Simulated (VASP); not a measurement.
TiO2, 6 atoms in the cell. The structure is tetragonal, space group I4_1/amd (No. 141). Conventional cell: a = 3.847 Å, b = 3.847 Å, c = 10.027 Å, α = 90.00°, β = 90.00°, γ = 90.00°. Ti (site symmetry -4m2) has 6 O at 1.98 to 2.03 Å within 2.6 Å. O (site symmetry 2mm) has 3 Ti at 1.98 to 2.03 Å and 2 O at 2.48 Å within 2.6 Å. 

| Item | Value |
| --- | --- |
| Program | VASP 6.6.1 |
| Task | single point |
| Functional | PBE |
| Potentials or basis | VASP PAW PBE potentials, release 64 (Ti_sv, O) |
| Cutoff | 520 eV |
| k mesh | 10 × 10 × 10 |
| Occupations | gaussian, width 0.02 eV |
| Spin | no spin polarisation |
| Dipole correction | no |
| Further INCAR settings | ALGO = Normal; EDIFF = 1e-07; NBANDS = 33 |

Potentials or basis: VASP PAW PBE potentials, release 64 (Ti_sv, O).

Command:

```bash
$ cat potpaw_PBE.64/Ti_sv/POTCAR potpaw_PBE.64/O/POTCAR > POTCAR
$ mpirun -np 1 vasp_std > vasp.out
```

Hardware: 1 thread of Intel Xeon 8259CL, on a shared host.

Q: Estimate the wall time of this run.

A: Run time: 9.4 min on 1 thread of Intel Xeon 8259CL, with other jobs on the host, peak memory 0.38 GiB. Counts: scf iterations 17, k points 102.
